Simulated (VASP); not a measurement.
Here is a VASP 6.6.1 calculation.

File INCAR:

```
SYSTEM = Ce
ALGO = Normal ; EDIFF = 1E-6
ENCUT = 500 ; GGA = CA
GGA_COMPAT = .False. ; ISIF = 2
ISMEAR = -1 ; LASPH = .True.
LCHARG = .False. ; LMAXMIX = 6
LREAL = .False. ; LWAVE = .False.
NBANDS = 12 ; NELM = 200
PREC = Accurate ; SIGMA = 0.1
```

File KPOINTS:

```
k-points
0
Gamma
  7 7 7
  0 0 0
```

The input POSCAR:

```
Ce
1.0
    0.0000000000      2.2649297842      2.2649297842
    2.2649297842      0.0000000000      2.2649297842
    2.2649297842      2.2649297842      0.0000000000
Ce
1
Direct
    0.0000000000      0.0000000000      0.0000000000
```

Potentials or basis: VASP PAW LDA potentials, release 64 (Ce).

Launch:

```bash
$ cat potpaw_LDA.64/Ce/POTCAR > POTCAR
$ mpirun -np 1 vasp_std > vasp.out
```

Problem. Estimate the pressure.

Solution. -0.3 GPa.

Problem. What does it give for the band gap on the k mesh?

Solution. Zero (bands 6 and 7 overlap by 0.17 eV).

Caveat: spin-orbit coupling is left out, which moves the levels of the heavy elements; semilocal functionals describe open f shells poorly, which spoils levels, moments and volumes. Spin polarisation is off, so any magnetic state and its effect on volume and gap are missing.
